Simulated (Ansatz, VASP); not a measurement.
**Ta in VASP and in Ansatz**

```
Ta
1.0
    -1.62767    1.62767    1.62767
     1.62767   -1.62767    1.62767
     1.62767    1.62767   -1.62767
Ta
1
Direct
  0.00000 0.00000 0.00000
```

Alike in both runs: task single point; functional LDA; k mesh 14 × 14 × 14; occupations fermi-dirac, width 0.1 eV; no spin polarisation.

|  | VASP | Ansatz |
| --- | --- | --- |
| version | VASP 6.6.1 | Ansatz 0.2.0 |
| potentials or method | VASP PAW LDA potentials, release 64 (Ta_pv), cutoff 520 eV | plane waves (420 eV) with PAW, scalar-relativistic |
| valence electrons in the cell | 11 | 13 |

Ansatz gave:

```
pressure (GPa) : 0.0
```

Which values does VASP return?

Pressure (GPa): 0.9.

Ansatz warns that its potentials were made for another functional, while VASP's fit it. LDA's correlation is that of Perdew and Zunger in VASP and of Perdew and Wang (1992) in Ansatz. VASP's potentials hold 11 valence electrons a cell and Ansatz's 13, so a difference there can come from the potentials and not from the codes.

Spin-orbit coupling is off throughout.
